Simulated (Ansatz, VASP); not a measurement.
Two plane-wave programs on Bi2Te3

```
CELL_PARAMETERS angstrom
2.12982 1.22965 9.01266
-2.12982 1.22965 9.01266
0.00000 -2.45930 9.01266
ATOMIC_POSITIONS crystal
Bi 0.80607 0.80607 0.80607
Bi 0.40396 0.40396 0.40396
Te 0.60499 0.60499 0.60499
Te 0.20581 0.20581 0.20581
Te 0.00417 0.00417 0.00417
```

Change from the starting cell: strain -0.050 along x and y, -0.025 along z, atoms carried along.

Alike in both runs: task single point; functional PBEsol; k mesh 12 × 12 × 12; occupations gaussian, width 0.15 eV; no spin polarisation.

|  | VASP | Ansatz |
| --- | --- | --- |
| version | VASP 6.6.1 | Ansatz 0.2.0 |
| potentials or method | VASP PAW PBE potentials, release 64 (Bi_d, Te), cutoff 520 eV | scalar-relativistic, plane waves, PAW |
| valence electrons in the cell | 48 | 78 |

Ansatz gave:

| Quantity | Value |
| --- | --- |
| gap on the k mesh at the Fermi level (eV) | none |
| pressure (GPa) | 9.5 |
| traceless stress, the component that is largest in VASP (GPa) | 0.19 |
| rms of the force components (eV/Å) | 0.040 |

Question: Which values does VASP return?

Answer: gap on the k mesh at the Fermi level (eV): none; pressure (GPa): 9.5; traceless stress, the component that is largest in VASP (GPa): 0.19; rms of the force components (eV/Å): 0.039.

VASP's potentials were made for PBE, not for PBEsol. Atom by atom the forces differ by 0.002 eV/Å (rms over components). A gap of «none» marks a metal or a gap that the smearing closes. With one functional, cell and mesh, what is left measures potentials, basis and numerics. VASP's potentials hold 48 valence electrons a cell and Ansatz's 78, so a difference there can come from the potentials and not from the codes.

Spin-orbit coupling is off throughout.
